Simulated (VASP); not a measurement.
Wanted: the native input for a VASP 6.6.1 run.

```
Task                   : single point
Functional             : PBE
Potentials or basis    : VASP PAW PBE potentials, release 64 (Al, In_d, N)
Cutoff                 : 520 eV
k mesh                 : 6 × 6 × 6
Occupations            : gaussian, width 0.05 eV
Spin                   : no spin polarisation
Dipole correction      : no
Further INCAR settings : ALGO = Normal; EDIFF = 1e-06; NBANDS = 56
```

The structure of AlIn2N3 lies in POSCAR:

```
AlIn2N3
1.0
    5.1454778780     -2.9611096396     -0.0000130981
    5.1455179551      2.9611792726     -0.0000430857
   -0.0000300295     -0.0000278481      5.5008860576
Al In N
2 4 6
Direct
    0.3411888669      0.6588122901      0.9892130670
    0.6588154863      0.3411764732      0.4892110257
    0.9884032063      0.3353814724      0.9872832185
    0.6646214829      0.0116140144      0.9872828119
    0.0115981677      0.6646152381      0.4872900543
    0.3353776021      0.9883936092      0.4873017456
    0.9691690574      0.3329830700      0.3853638911
    0.6670096684      0.0308247684      0.3853494621
    0.0308151003      0.6670334612      0.8853669953
    0.3330060343      0.9691656274      0.8853785746
    0.3682368811      0.6317605139      0.3374849116
    0.6317584463      0.3682394614      0.8374742427
```

These files were run (other wordings do the same):

INCAR

```
SYSTEM = AlIn2N3
PREC = Accurate
ENCUT = 520
EDIFF = 1E-6
ISMEAR = 0
SIGMA = 0.05
LREAL = .FALSE.
LASPH = .TRUE.
NELM = 100
ALGO = Normal
ISIF = 2
LWAVE = .FALSE.
LCHARG = .TRUE.
GGA = PE
LELF = .TRUE.
LVHAR = .TRUE.
NBANDS = 56
```

KPOINTS

```
Automatic mesh
0
G
  6 6 6
  0 0 0
```

Potentials or basis: VASP PAW PBE potentials, release 64 (Al, In_d, N).

Launch:

```bash
$ cat potpaw_PBE.64/Al/POTCAR potpaw_PBE.64/In_d/POTCAR potpaw_PBE.64/N/POTCAR > POTCAR
$ mpirun -np 1 vasp_std > vasp.out
```

Results of the run:

* Pressure: 0.1 GPa
* Largest force: 0.036 eV/Å
* Band gap on the k mesh: 0.88 eV

Caveat: spin-orbit coupling is left out, which moves the levels of the heavy elements.

It took 39 min on 1 thread of Oxide Virtual Turin-like Processor, with other jobs on the host, peak memory 0.81 GiB.
